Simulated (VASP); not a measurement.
# GaAs (I-4m2) in VASP: single point with r2SCAN

Aim: the single point of GaAs with r2SCAN.

Everything below comes from runs of VASP 6.6.1. Logs are shortened: lines on timing, memory, paths and dates and some standing lists are left out, and cuts for length are marked.

## 1. The cell of the first run

The structure is tetragonal, space group I-4m2 (No. 119). The conventional cell has a = 4.053 Å, b = 4.053 Å, c = 5.502 Å, α = 90.00°, β = 90.00°, γ = 90.00°. Ga (site symmetry -4m2) has 4 As at 2.45 Å within 3.2 Å. Within 3.2 Å of As (site symmetry -4m2) lie 4 Ga at 2.45 Å.

## 2. Single point, r2SCAN

The input, POSCAR:

```
GaAs
1.0
    0.0000000000      2.8655787852      2.7509556338
    2.8655787852      0.0000000000      2.7509556338
    2.8655787852      2.8655787852      0.0000000000
Ga As
1 1
Direct
    0.0000000000      0.0000000000      0.0000000000
    0.7500000000      0.7500000000      0.7500000000
```

The input, INCAR.step1:

```
SYSTEM = GaAs
PREC = Accurate
ENCUT = 520
ISMEAR = 0
SIGMA = 0.05
LREAL = .False.
LASPH = .True.
NELM = 60
NBANDS = 16
GGA = PE
ALGO = Normal
EDIFF = 1E-4
LWAVE = .True.
LCHARG = .False.
```

The input, INCAR.step2:

```
SYSTEM = GaAs
PREC = Accurate
ENCUT = 520
EDIFF = 1E-7
ISMEAR = 0
SIGMA = 0.05
LREAL = .False.
LASPH = .True.
NELM = 60
ALGO = Normal
ISIF = 2
LWAVE = .False.
LCHARG = .False.
METAGGA = R2SCAN
LMIXTAU = .True.
NBANDS = 16
ISTART = 1
```

The input, KPOINTS:

```
Automatic mesh
0
Gamma
  10 10 10
  0 0 0
```

Potentials or basis: VASP PAW PBE potentials, release 64 (Ga_d, As).

On the command line:

```sh
cat potpaw_PBE.64/Ga_d/POTCAR potpaw_PBE.64/As/POTCAR > POTCAR
cp INCAR.step1 INCAR
mpirun -np 1 vasp_std > vasp.out
cp INCAR.step2 INCAR
mpirun -np 1 vasp_std > vasp.out
```

OUTCAR:

```text
SYSTEM = GaAs
   PREC = Accurate
   ENCUT = 520
   EDIFF = 1E-7
   ISMEAR = 0
   LREAL = .False.
   LASPH = .True.
   NELM = 60
   ISIF = 2
   METAGGA = R2SCAN
   ISTART = 1

 ion  position               nearest neighbor table
   1  0.000  0.000  0.000-   2 2.45   2 2.45   2 2.45   2 2.45
   2  0.750  0.750  0.750-   1 2.45   1 2.45   1 2.45   1 2.45

  LATTYP: Found a body centered tetragonal cell.
 ALAT       =     4.0525403821
 C/A-ratio  =     1.3576450199

  Lattice vectors:

 A1 = (   0.0000000000,  -2.8655787852,  -2.7509556338)
 A2 = (   0.0000000000,   2.8655787852,  -2.7509556338)
 A3 = (   2.8655787852,   0.0000000000,   2.7509556338)

Analysis of symmetry for initial positions (statically):
=====================================================================
 Subroutine PRICEL returns:
 Original cell was already a primitive cell.

 Routine SETGRP: Setting up the symmetry group for a
 body centered tetragonal supercell.

 Subroutine GETGRP returns: Found  8 space group operations
 (whereof  8 operations were pure point group operations)
 out of a pool of 16 trial point group operations.

The static configuration has the point symmetry D_2d.

Analysis of symmetry for dynamics (positions and initial velocities):
=====================================================================
 Subroutine PRICEL returns:
 Original cell was already a primitive cell.

 Routine SETGRP: Setting up the symmetry group for a
 body centered tetragonal supercell.

 Subroutine GETGRP returns: Found  8 space group operations
 (whereof  8 operations were pure point group operations)
 out of a pool of 16 trial point group operations.

The dynamic configuration has the point symmetry D_2d.

 Subroutine INISYM returns: Found  8 space group operations
 (whereof  8 operations are pure point group operations),
 and found     1 'primitive' translations

----------------------------------------------------------------------------------------

                                     Primitive cell

  volume of cell :      45.1792

  direct lattice vectors                    reciprocal lattice vectors
     0.000000000  2.865578785  2.750955634    -0.174484821  0.174484821  0.181755021
     2.865578785  0.000000000  2.750955634     0.174484821 -0.174484821  0.181755021
     2.865578785  2.865578785  0.000000000     0.174484821  0.174484821 -0.181755021

  length of vectors
     3.972316537  3.972316537  4.052540382     0.306471521  0.306471521  0.306471521

  position of ions in fractional coordinates (direct lattice)
     0.000000000  0.000000000  0.000000000
     0.750000000  0.750000000  0.750000000

  ion indices of the primitive-cell ions
   primitive index   ion index
                 1           1
                 2           2

----------------------------------------------------------------------------------------

 KPOINTS: Automatic mesh

Automatic generation of k-mesh.
 Grid dimensions read from file:
 generate k-points for:   10   10   10

 Generating k-lattice:

  Cartesian coordinates                     Fractional coordinates (reciprocal lattice)
    -0.017448482  0.017448482  0.018175502     0.100000000  0.000000000  0.000000000
     0.017448482 -0.017448482  0.018175502     0.000000000  0.100000000  0.000000000
     0.017448482  0.017448482 -0.018175502     0.000000000  0.000000000  0.100000000

  Length of vectors
     0.030647152  0.030647152  0.030647152

  Shift w.r.t. Gamma in fractional coordinates (k-lattice)
     0.000000000  0.000000000  0.000000000

 Subroutine IBZKPT returns following result:
 ===========================================

 Found    102 irreducible k-points:

 Following reciprocal coordinates:
            Coordinates               Weight
  0.000000  0.000000  0.000000      1.000000
  0.100000  0.000000  0.000000      8.000000
  0.200000  0.000000  0.000000      8.000000
  0.300000  0.000000  0.000000      8.000000
  0.400000  0.000000  0.000000      8.000000
  0.500000  0.000000  0.000000      4.000000
[... 16 lines left out ...]
  0.300000  0.300000  0.000000      2.000000
  0.400000  0.300000  0.000000      8.000000
 [... further k-points ...]
   k-points           NKPTS =    102   k-points in BZ     NKDIM =    102   number of bands    NBANDS=     16
   number of dos      NEDOS =    301   number of ions     NIONS =      2
   total plane-waves  NPLWV =  27000
   dimension x,y,z NGX =    30 NGY =   30 NGZ =   30
   dimension x,y,z NGXF=    60 NGYF=   60 NGZF=   60
   ions per type =               1   1
   NGX,Y,Z   is equivalent  to a cutoff of  12.56, 12.56, 12.31 a.u.
   NGXF,Y,Z  is equivalent  to a cutoff of  25.11, 25.11, 24.61 a.u.
 SYSTEM =  GaAs
   PREC   = accura    normal or accurate (medium, high low for compatibility)
   ISTART =      1    job   : 0-new  1-cont  2-samecut
   ICHARG =      0    charge: 1-file 2-atom 10-const
   ISPIN  =      1    spin polarized calculation?
   LNONCOLLINEAR =      F non collinear calculations
   LSORBIT =      F    spin-orbit coupling
   LASPH  =      T    aspherical Exc in radial PAW
   ENCUT  =  520.0 eV  38.22 Ry    6.18 a.u.   7.39  7.39  7.54*2*pi/ulx,y,z
   NELM   =     60;   NELMIN=  2; NELMDL=  0     # of ELM steps
   EDIFF  = 0.1E-06   stopping-criterion for ELM
   LREAL  =      F    real-space projection
   EDIFFG = 0.1E-05   stopping-criterion for IOM
   NSW    =      0    number of steps for IOM
   IBRION =     -1    ionic relax: 0-MD 1-quasi-New 2-CG
   NFREE  =      0    steps in history (QN), initial steepest desc. (CG)
   ISIF   =      2    stress and relaxation
   ISYM   =      2    0-nonsym 1-usesym 2-fastsym
   POTIM  = 0.5000    time-step for ionic-motion
   TEBEG  =    0.0;   TEEND  =   0.0 temperature during run
   PSTRESS=    0.0 pullay stress
   NELECT =      18.0000    total number of electrons
   NUPDOWN=      -1.0000    fix difference up-down
   EMIN   =  10.00;   EMAX   =-10.00  energy-range for DOS
   EFERMI =   0.00;   METHOD = LEGACY
   ISMEAR =     0;   SIGMA  =   0.05  broadening in eV -4-tet -1-fermi 0-gaus
   EFERMI_NEDOS =   21; number of points for ismear=-14 and -15
   IALGO  =     38    algorithm
   IMIX   =      4    mixing-type and parameters
     AMIX     =   0.40;   BMIX     =  1.00
     AMIX_MAG =   1.60;   BMIX_MAG =  1.00
  volume/ion in A,a.u.               =      22.59       152.44
  Fermi-wavevector in a.u.,A,eV,Ry     =   1.204628  2.276417 19.743799  1.451128
  Thomas-Fermi vector in A             =   2.340347
   LORBIT       =      0    0 simple, 1 ext, 2 COOP (PROOUT), +10 PAW based schemes
   METAGGA = R2SCAN    functional components
   LHFCALC =     F    Hartree Fock is set to
   AEXX    =    0.0000 exact exchange contribution
   IVDW    =     0    specifies the selected vdW correction
   LEPSILON=     F    determine dielectric tensor
   LRPA    =     F    only Hartree local field effects (RPA)
 non-spin polarized calculation
 Gauss-broadening in eV      SIGMA  =   0.05
  energy-cutoff  :      520.00
  volume of cell :       45.18
 maximum number of plane-waves:      1239
 NGX is ok and might be reduce to    30
   NGX = 15   NGY = 15   NGZ = 15

 number of electron      17.9999997 magnetization

 Free energy of the ion-electron system (eV)
  ---------------------------------------------------
  ext. energy  EPLUGINS =         0.00000000
  ---------------------------------------------------
  free energy    TOTEN  =       -27.04544383 eV

  energy without entropy =      -27.04544383  energy(sigma->0) =      -27.04544383

 E-fermi :   4.0692     XC(G=0): -10.2573

 val. band max:        3.8305862176   @ k =   0.0000   0.0000   0.0000
 cond. band min:       4.6623056041   @ k =   0.0000   0.0000   0.0000
 fundamental gap:      0.8317193865
 Fermi energy:         4.0691944935

 k-point     1 :       0.0000    0.0000    0.0000
  band No.  band energies     occupation
      1     -11.5598      2.00000
      2     -11.5598      2.00000
      3     -11.5499      2.00000
      4     -11.4712      2.00000
      5     -11.4637      2.00000
      6      -9.5284      2.00000
[... 8 lines left out ...]
     15      13.9154      0.00000
     16      14.6438      0.00000

 k-point     2 :       0.1000    0.0000    0.0000
  band No.  band energies     occupation
      1     -11.5677      2.00000
      2     -11.5573      2.00000
      3     -11.5497      2.00000
      4     -11.4715      2.00000
      5     -11.4636      2.00000
      6      -9.4044      2.00000
[... 8 lines left out ...]
     15      13.3519      0.00000
     16      13.8874      0.00000

 k-point     3 :       0.2000    0.0000    0.0000
  band No.  band energies     occupation
      1     -11.5913      2.00000
      2     -11.5510      2.00000
      3     -11.5445      2.00000
      4     -11.4717      2.00000
      5     -11.4630      2.00000
      6      -9.0490      2.00000
[... 8 lines left out ...]
     15      13.1313      0.00000
     16      13.6269      0.00000

 k-point     4 :       0.3000    0.0000    0.0000
  band No.  band energies     occupation
      1     -11.6179      2.00000
      2     -11.5443      2.00000
      3     -11.5381      2.00000
      4     -11.4712      2.00000
      5     -11.4612      2.00000
      6      -8.5183      2.00000
[... 8 lines left out ...]
     15      13.5648      0.00000
     16      13.7020      0.00000
[... 324 lines left out ...]
 k-point    22 :      -0.2000    0.2000    0.0000
  band No.  band energies     occupation
      1     -11.6255      2.00000
      2     -11.5406      2.00000
      3     -11.5315      2.00000
      4     -11.4698      2.00000
      5     -11.4653      2.00000
      6      -8.3559      2.00000
[... 8 lines left out ...]
     15      14.9002      0.00000
     16      15.6750      0.00000

 k-point    23 :       0.3000    0.3000    0.0000
  band No.  band energies     occupation
      1     -11.6430      2.00000
      2     -11.5250      2.00000
      3     -11.5250      2.00000
      4     -11.4901      2.00000
      5     -11.4530      2.00000
      6      -8.1068      2.00000
[... 8 lines left out ...]
     15      15.5183      0.00000
     16      17.1732      0.00000

 k-point    24 :       0.4000    0.3000    0.0000
  band No.  band energies     occupation
      1     -11.6572      2.00000
      2     -11.5193      2.00000
      3     -11.5184      2.00000
      4     -11.4925      2.00000
      5     -11.4513      2.00000
      6      -7.6351      2.00000
[... 8 lines left out ...]
     15      16.4309      0.00000
     16      17.4735      0.00000

 [... further k-points ...]
[... 5 lines left out ...]
  --------------------------------------------------------------------------------------
  -------------------------------------------------------------------------------------
  Total       -0.0659364     -0.0659364      0.6520843      0.0000000      0.0000000      0.0000000
  in kB       -2.3382870     -2.3382870     23.1246980      0.0000000      0.0000000      0.0000000
  external PRESSURE =       6.1493747 kB  Pullay stress =       0.0000000 kB

 VOLUME and BASIS-vectors are now :
 -----------------------------------------------------------------------------
  energy-cutoff  :      520.00
  volume of cell :       45.18
      direct lattice vectors                 reciprocal lattice vectors
     0.000000000  2.865578785  2.750955634    -0.174484821  0.174484821  0.181755021
     2.865578785  0.000000000  2.750955634     0.174484821 -0.174484821  0.181755021
     2.865578785  2.865578785  0.000000000     0.174484821  0.174484821 -0.181755021

 POSITION                                       TOTAL-FORCE (eV/Angst)
 -----------------------------------------------------------------------------------
      0.00000      0.00000      0.00000        -0.000000     -0.000000      0.000000
      4.29837      4.29837      4.12643         0.000000      0.000000     -0.000000
 -----------------------------------------------------------------------------------
    total drift:                                0.000007      0.000007     -0.000017

  FREE ENERGIE OF THE ION-ELECTRON SYSTEM (eV)
  ---------------------------------------------------
  free  energy   TOTEN  =       -27.0454438260 eV

  energy  without entropy=      -27.0454438260  energy(sigma->0) =      -27.04544383
```

Run time: 5 min. Hardware: 1 thread of Intel Xeon Platinum 8259CL at 2.50GHz (Skylake/Cascade Lake), shared host; peak memory 0.23 GiB.

What came out:

```yaml
Free_energy: -27.0454 eV
Pressure: 0.6 GPa
Band_gap_on_the_k_mesh: 0.83 eV, direct
```

Levels at points of the mesh, in eV from the valence-band top:
```
           k point  band 6  band 7  band 8  band 9  band 10  band 11  band 12  band 13
(0.00, 0.00, 0.00)  -13.36   -0.23   -0.23    0.00     0.83     3.82     3.94     3.94
(0.50, 0.00, 0.00)  -11.51   -6.96   -1.50   -1.17     1.18     4.70     5.01     8.16
(0.50, 0.50, 0.00)  -10.63   -6.97   -3.11   -3.11     1.43     1.53    10.71    10.71
(0.50, 0.00, 0.50)  -10.79   -7.23   -2.84   -2.81     1.70     1.94    10.50    10.72
```

Caveat: the PAW data sets were made with another functional, which shifts forces and pressure a little.
